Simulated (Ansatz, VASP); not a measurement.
Two plane-wave programs on Rh

Contents of POSCAR:

```
Rh
1.0
    0.0000000000      1.9008071574      1.9008071574
    1.9008071574      0.0000000000      1.9008071574
    1.9008071574      1.9008071574      0.0000000000
Rh
1
Direct
    0.0000000000      0.0000000000      0.0000000000
```

The input INCAR.step1:

```
SYSTEM = Rh
PREC = Accurate ; ENCUT = 520
ISMEAR = -1 ; SIGMA = 0.2
LREAL = .False. ; LASPH = .True.
NELM = 100 ; NBANDS = 14
GGA = PE ; ALGO = Normal
EDIFF = 1E-4 ; LWAVE = .True.
LCHARG = .False.
```

Contents of INCAR.step2:

```
SYSTEM = Rh
PREC = Accurate ; ENCUT = 520
EDIFF = 1E-6 ; ISMEAR = -1
SIGMA = 0.2 ; LREAL = .False.
LASPH = .True. ; NELM = 100
ALGO = Normal ; ISIF = 2
LWAVE = .False. ; LCHARG = .False.
METAGGA = R2SCAN ; LMIXTAU = .True.
NBANDS = 14 ; ISTART = 1
```

File KPOINTS:

```
Automatic mesh
0
Gamma
  14 14 14
  0 0 0
```

Input for Ansatz:

```yaml
crystal:
  lattice:
    - [0.0, 1.9008071574, 1.9008071574]
    - [1.9008071574, 0.0, 1.9008071574]
    - [1.9008071574, 1.9008071574, 0.0]
  atoms:
    - { symbol: Rh, position: [0.0, 0.0, 0.0] }
hamiltonian:
  xc: r2scan
  pseudopotentials:
    kind: paw
    azcp:
      Rh: "pseudopotentials/Rh.paw.azcp"
basis:
  ecutwfc: 500
  fft_grid_basis: typed
kpoints:
  mp_grid: { grid: [14, 14, 14], shift: [0, 0, 0] }
magnetization:
  spin_polarized: false
scf:
  occupations: { method: fermi_dirac, width: 0.2 }
  lower_state_search: "off"
output:
  stress: true
  write_density: true
  write_potential: true
  elf: true
  volumetric_format: npy
```

Alike in both runs: task single point; functional r2SCAN; k mesh 14 × 14 × 14; occupations fermi-dirac, width 0.2 eV; no spin polarisation.

|  | VASP | Ansatz |
| --- | --- | --- |
| version | VASP 6.6.1 | Ansatz 0.2.0 |
| potentials or method | VASP PAW PBE potentials, release 64 (Rh_pv), cutoff 520 eV | plane waves (500 eV) with PAW, scalar-relativistic |
| valence electrons in the cell | 15 | 17 |

```csv
,VASP,Ansatz,Ansatz less VASP
pressure (GPa),2.5,1.3,-1.20
```

VASP's potentials were made for PBE, not for r2SCAN. The functional is the same, so the differences come from potentials, cutoffs and numerics. VASP's potentials hold 15 valence electrons a cell and Ansatz's 17, so a difference there can come from the potentials and not from the codes.
